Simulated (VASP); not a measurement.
# HC6 in VASP: notebook

Runs on HC6. Level: LDA. Tasks: single point.

All numbers are computed with VASP 6.6.1; they aren't measurements. Logs are shortened: lines on timing, memory, paths and dates and some standing lists are left out, and cuts for length are marked.

**1. The cell of the first run**

The cell holds a wire or tube with vacuum around it, 14 atoms: a = 4.890 Å, b = 8.870 Å, c = 22.747 Å, α = 90.00°, β = 90.00°, γ = 97.92°.

**2. Single point, LDA**

Input file INCAR:

```
PREC = Accurate
ENCUT = 520
EDIFF = 1E-6
ISMEAR = 0
SIGMA = 0.1
LREAL = F
LASPH = T
NELM = 80
ALGO = Normal
ISIF = 2
LWAVE = F
LCHARG = T
LDIPOL = T
IDIPOL = 3
DIPOL = 0.5 0.5 0.307
GGA = CA
LELF = T
LVHAR = T
LVACPOTAV = T
NBANDS = 38
```

Input file KPOINTS:

```
Automatic mesh
0
Gamma
  6 3 1
```

Input file POSCAR:

```
HC6
1.0
    4.8895256614      0.0000000000      0.0000000000
   -1.2223814153      8.7849592876      0.0000000000
    0.0000000000      0.0000000000     22.7474729025
C H
12 2
Direct
    0.0193612757      0.0774451030      0.1758437088
    0.5193612758      0.0774451030      0.1758437088
    0.2742015947      0.0968063788      0.2059542860
    0.7742015947      0.0968063788      0.2059542860
    0.2838822326      0.1355289303      0.2661754406
    0.7838822326      0.1355289303      0.2661754406
    0.0386279421      0.1545151615      0.2955067254
    0.5386279421      0.1545151615      0.2955067254
    0.0488684834      0.1954807970      0.3583587359
    0.5488684834      0.1954807970      0.3583587359
    0.3031723044      0.2126952264      0.3845470194
    0.8031723044      0.2126952264      0.3845470194
    0.0488684834      0.0912483108      0.4605994234
    0.0488684834      0.2997132832      0.4605994234
```

Potentials or basis: VASP PAW LDA potentials, release 64 (C, H).

Command:

```bash
cat potpaw_LDA.64/C/POTCAR potpaw_LDA.64/H/POTCAR > POTCAR
mpirun -np 1 vasp_std > vasp.out
```

OUTCAR:

```text
PREC = Accurate
   ENCUT = 520
   EDIFF = 1E-6
   ISMEAR = 0
   LREAL = F
   LASPH = T
   NELM = 80
   ISIF = 2
   GGA = CA

 ion  position               nearest neighbor table
   1  0.019  0.077  0.176-   4 1.41   3 1.41
   2  0.519  0.077  0.176-   4 1.41   3 1.41
   3  0.274  0.097  0.206-   2 1.41   1 1.41   5 1.41
   4  0.774  0.097  0.206-   1 1.41   2 1.41   6 1.41
   5  0.284  0.136  0.266-   8 1.40   7 1.40   3 1.41
   6  0.784  0.136  0.266-   7 1.40   8 1.40   4 1.41
   7  0.039  0.155  0.296-   6 1.40   5 1.40   9 1.47
   8  0.539  0.155  0.296-   5 1.40   6 1.40  10 1.47
   9  0.049  0.195  0.358-  12 1.37  11 1.37   7 1.47
  10  0.549  0.195  0.358-  11 1.37  12 1.37   8 1.47
  11  0.303  0.213  0.385-  10 1.37   9 1.37
  12  0.803  0.213  0.385-   9 1.37  10 1.37
  13  0.049  0.091  0.461-
  14  0.049  0.300  0.461-

  LATTYP: Found a simple monoclinic cell.
 ALAT       =     4.8895256614
 B/A-ratio  =     4.6522862293
 C/A-ratio  =     1.8139991911
 COS(beta)  =    -0.1378170405

  Lattice vectors:

 A1 = (   4.8895256614,   0.0000000000,   0.0000000000)
 A2 = (   0.0000000000,   0.0000000000, -22.7474729025)
 A3 = (  -1.2223814153,   8.7849592876,   0.0000000000)

Analysis of symmetry for initial positions (statically):
=====================================================================
 Subroutine PRICEL returns:
 Original cell was already a primitive cell.

 Routine SETGRP: Setting up the symmetry group for a
 simple monoclinic supercell.

 Subroutine GETGRP returns: Found  1 space group operations
 (whereof  1 operations were pure point group operations)
 out of a pool of  4 trial point group operations.

The static configuration has the point symmetry C_1 .

Analysis of symmetry for dynamics (positions and initial velocities):
=====================================================================
 Subroutine PRICEL returns:
 Original cell was already a primitive cell.

 Routine SETGRP: Setting up the symmetry group for a
 simple monoclinic supercell.

 Subroutine GETGRP returns: Found  1 space group operations
 (whereof  1 operations were pure point group operations)
 out of a pool of  4 trial point group operations.

The dynamic configuration has the point symmetry C_1 .
[... 122 lines left out ...]
   EFERMI =   0.00;   METHOD = LEGACY
   ISMEAR =     0;   SIGMA  =   0.10  broadening in eV -4-tet -1-fermi 0-gaus
   EFERMI_NEDOS =   21; number of points for ismear=-14 and -15
   IALGO  =     38    algorithm
   IMIX   =      4    mixing-type and parameters
     AMIX     =   0.40;   BMIX     =  1.00
     AMIX_MAG =   1.60;   BMIX_MAG =  1.00
  volume/ion in A,a.u.               =      69.79       470.99
  Fermi-wavevector in a.u.,A,eV,Ry     =   0.607787  1.148551  5.026066  0.369405
  Thomas-Fermi vector in A             =   1.662378
   LORBIT       =      0    0 simple, 1 ext, 2 COOP (PROOUT), +10 PAW based schemes
   GGA     = CA    functional components
   LHFCALC =     F    Hartree Fock is set to
   AEXX    =    0.0000 exact exchange contribution
   IVDW    =     0    specifies the selected vdW correction
   LEPSILON=     F    determine dielectric tensor
   LRPA    =     F    only Hartree local field effects (RPA)
 non-spin polarized calculation
 Gauss-broadening in eV      SIGMA  =   0.10
  energy-cutoff  :      520.00
  volume of cell :      977.10
 maximum number of plane-waves:     26378
   NGX = 19   NGY = 33   NGZ = 85

 dipolmoment           0.000000      0.000000      0.360344 electrons x Angstroem

 number of electron      49.9999997 magnetization

 dipolmoment           0.000000      0.000000     -0.289486 electrons x Angstroem

 Free energy of the ion-electron system (eV)
  ---------------------------------------------------
  ext. energy  EPLUGINS =         0.00000000
  ---------------------------------------------------
  free energy    TOTEN  =      -111.11714250 eV

  energy without entropy =     -111.04677925  energy(sigma->0) =     -111.08196088

 E-fermi :  -4.4966     XC(G=0):  -2.0173

 val. band max:       -4.5199463131   @ k =   0.5000   0.3333   0.0000
 cond. band min:      -4.4813800396   @ k =   0.5000   0.0000   0.0000
 fundamental gap:      0.0385662735
 Fermi energy:        -4.4965561843

 k-point     1 :       0.0000    0.0000    0.0000
  band No.  band energies     occupation
      1     -23.2583      2.00000
      2     -21.5918      2.00000
      3     -19.1285      2.00000
      4     -19.0264      2.00000
      5     -19.0064      2.00000
      6     -17.4897      2.00000
[... 389 lines left out ...]
     36       1.2782      0.00000
     37       1.6052      0.00000
 [bands above 37 left out]

------------------------ aborting loop because EDIFF is reached ----------------------------------------

  FORCE on cell =-STRESS in cart. coord.  units (eV):
  Direction    XX          YY          ZZ          XY          YZ          ZX
  --------------------------------------------------------------------------------------
  -------------------------------------------------------------------------------------
  Total        0.7855146     -3.9914005     -1.8169316     -1.1201313      0.0138789     -0.3136423
  in kB        1.2880276     -6.5447981     -2.9792677     -1.8367070      0.0227575     -0.5142870
  external PRESSURE =      -2.7453460 kB  Pullay stress =       0.0000000 kB

 VOLUME and BASIS-vectors are now :
 -----------------------------------------------------------------------------
  energy-cutoff  :      520.00
  volume of cell :      977.10
      direct lattice vectors                 reciprocal lattice vectors
     4.889525661  0.000000000  0.000000000     0.204518816  0.028457730  0.000000000
    -1.222381415  8.784959288  0.000000000     0.000000000  0.113830920  0.000000000
     0.000000000  0.000000000 22.747472903     0.000000000  0.000000000  0.043960927

 POSITION                                       TOTAL-FORCE (eV/Angst)
 -----------------------------------------------------------------------------------
     -0.00000      0.68035      4.00000        -0.030858      0.385731      1.774585
      2.44476      0.68035      4.00000         0.036431      0.544200      1.674264
      1.22238      0.85044      4.68494         0.057574     -0.805772     -3.059945
      3.66714      0.85044      4.68494        -0.065028     -0.856566     -3.115980
      1.22238      1.19062      6.05482         0.194576      0.207318      1.047160
      3.66714      1.19062      6.05482        -0.190070      0.297718      1.139777
     -0.00000      1.35741      6.72203         0.025261      0.453584      0.853219
      2.44476      1.35741      6.72203        -0.017656      0.112429      0.295250
     -0.00001      1.71729      8.15176        -0.047440     -0.293984     -1.113516
      2.44475      1.71729      8.15176         0.050221     -0.234689     -0.936272
      1.22237      1.86852      8.74747        -0.213927     -0.450875      1.566655
      3.66714      1.86852      8.74747         0.367222      0.713503      1.853852
      0.12740      0.80161     10.47747         0.538543      2.123538     -0.594303
     -0.12742      2.63297     10.47747        -0.704849     -2.196135     -1.384746
 -----------------------------------------------------------------------------------
    total drift:                                0.000609      0.000382     -0.000241

  FREE ENERGIE OF THE ION-ELECTRON SYSTEM (eV)
  ---------------------------------------------------
  free  energy   TOTEN  =      -111.1171425035 eV

  energy  without entropy=     -111.0467792519  energy(sigma->0) =     -111.08196088

 vacuum level on the upper side and lower side of the slab         0.628         1.847
```

OSZICAR:

```text
N       E                     dE             d eps       ncg     rms          rms(c)
DAV:   1     0.409405675359E+03    0.40941E+03   -0.16448E+04   872   0.904E+02
DAV:   2    -0.193852982638E+02   -0.42879E+03   -0.39865E+03  1160   0.201E+02
DAV:   3    -0.117317236975E+03   -0.97932E+02   -0.96338E+02   986   0.104E+02
DAV:   4    -0.121519225545E+03   -0.42020E+01   -0.41688E+01   908   0.292E+01
[... 22 lines left out ...]
DAV:  27    -0.111117132838E+03   -0.16066E-04   -0.17907E-06   670   0.287E-03    0.201E-03
DAV:  28    -0.111117138466E+03   -0.56286E-05   -0.29424E-07   670   0.147E-03    0.187E-03
DAV:  29    -0.111117140819E+03   -0.23525E-05   -0.21744E-07   658   0.108E-03    0.400E-04
DAV:  30    -0.111117142075E+03   -0.12562E-05   -0.91383E-08   656   0.768E-04    0.460E-04
DAV:  31    -0.111117142504E+03   -0.42854E-06   -0.28167E-08   694   0.429E-04
   1 F= -.11111714E+03 E0= -.11108196E+03  d E =-.703633E-01
```

Run time: 40 min. Hardware: 1 thread of Intel Xeon 8259CL, shared host; peak memory 0.79 GiB.

Results:

* Free energy: -111.1171 eV
* Largest force: 3.232 eV/Å
* Band gap on the k mesh: 0.04 eV

Forces on the atoms (eV/Å):
```
C   -0.031  0.386  1.775
C    0.036  0.544  1.674
C    0.058 -0.806 -3.060
C   -0.065 -0.857 -3.116
C    0.195  0.207  1.047
C   -0.190  0.298  1.140
C    0.025  0.454  0.853
C   -0.018  0.112  0.295
C   -0.047 -0.294 -1.114
C    0.050 -0.235 -0.936
C   -0.214 -0.451  1.567
C    0.367  0.714  1.854
H    0.539  2.124 -0.594
H   -0.705 -2.196 -1.385
```

Levels at points of the mesh, in eV from the valence-band top:
```tsv
k point	band 23	band 24	band 25	band 26	band 27	band 28
(0.00, 0.00, 0.00)	-0.96	-0.20	-0.10	0.17	0.36	0.86
(0.50, 0.00, 0.00)	-1.79	-0.56	0.00	0.04	0.45	1.28
```

**3. Single point, LDA**

Input file INCAR:

```
PREC     = Accurate       # precision mode
ENCUT    = 520            # plane-wave cutoff, eV
EDIFF    = 1E-7           # SCF threshold, eV
ISMEAR   = 0              # smearing method
SIGMA    = 0.1            # smearing width, eV
LREAL    = False          # projectors in reciprocal space
LASPH    = True           # aspherical terms in the spheres
NELM     = 80             # most SCF steps
ALGO     = Normal         # electronic algorithm
ISIF     = 2              # what is computed and relaxed
LWAVE    = False          # write WAVECAR
LCHARG   = False          # write CHGCAR
LDIPOL   = True         
IDIPOL   = 3            
DIPOL    = 0.5 0.5 0.305
NBANDS   = 38             # bands
```

Input file KPOINTS:

```
regular mesh
0
Gamma
  6 3 1
```

POSCAR, as its differences from that of step 2:

```diff
@@ -20,3 +20,3 @@
     0.8031723044      0.2126952264      0.3845470194
-    0.0488684834      0.0912483108      0.4605994234
-    0.0488684834      0.2997132832      0.4605994234
+    0.0488684834      0.1532015300      0.4465319267
+    0.0488684834      0.2377600640      0.4465319267
```

Potentials or basis: VASP PAW LDA potentials, release 64 (C, H).

Command:

```bash
cat potpaw_LDA.64/C/POTCAR potpaw_LDA.64/H/POTCAR > POTCAR
mpirun -np 1 vasp_std > vasp.out
```

Run time: 40 min. Hardware: 1 thread of Intel Xeon 8259CL, shared host; peak memory 0.8 GiB.

The run converged. Its results:

```
Free energy            : -114.0409 eV
Largest force          : 3.134 eV/Å
Band gap on the k mesh : 0.04 eV
```

Forces on the atoms (eV/Å):
```
C   -0.002  0.363  1.728
C    0.003  0.497  1.624
C    0.052 -0.795 -3.027
C   -0.052 -0.800 -3.030
C    0.126  0.248  1.083
C   -0.125  0.259  1.091
C    0.003  0.589  0.756
C   -0.003  0.175  0.349
C   -0.008 -0.077 -1.720
C    0.017 -0.193 -0.582
C   -0.449 -0.487  0.551
C    0.466 -0.312  0.589
H    0.599 -1.613  0.321
H   -0.626  2.146  0.266
```

Levels at points of the mesh, in eV from the valence-band top:
```csv
k point,band 22,band 23,band 24,band 25,band 26,band 27,band 28,band 29
"(0.00, 0.00, 0.00)",-2.25,-1.44,-0.20,-0.09,0.04,0.83,1.12,2.17
"(0.50, 0.00, 0.00)",-1.89,-1.85,-0.99,0.00,0.04,0.78,2.79,2.82
```
